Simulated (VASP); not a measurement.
Input of a VASP 6.6.1 run:

File INCAR:

```
PREC = Accurate ; ENCUT = 520
EDIFF = 1E-6 ; ISMEAR = 0
SIGMA = 0.15 ; LREAL = F
LASPH = T ; NELM = 60
ALGO = Fast ; ISIF = 2
LWAVE = F ; LCHARG = F
GGA = PS ; NBANDS = 13
```

The input KPOINTS:

```
Automatic mesh
0
Gamma
  18 18 18
```

POSCAR

```
Pb
1.0
    0.9657223002      3.0351272291      3.0351272291
    3.0351272291      0.9657223002      3.0351272291
    3.0351272291      3.0351272291      0.9657223002
Pb
1
Direct
    0.0000000000      0.0000000000      0.0000000000
```

Potentials or basis: VASP PAW PBE potentials, release 64 (Pb_d).

The run is started by

```console
$ cat potpaw_PBE.64/Pb_d/POTCAR > POTCAR
$ mpirun -np 1 vasp_std > vasp.out
```

Q: What does it give for the pressure?

A: 17.5 GPa.

Q: Estimate the band gap on the k mesh.

A: Zero (bands 7 and 8 overlap by 3.07 eV).

Stress tensor (GPa, compression positive):
```
 17.50 -10.05 -10.05
-10.05  17.50 -10.05
-10.05 -10.05  17.50
```

Caveat: the cell stands under pressure; the PAW data sets were made with another functional, which shifts forces and pressure a little; spin-orbit coupling is left out, which moves the levels of the heavy elements.
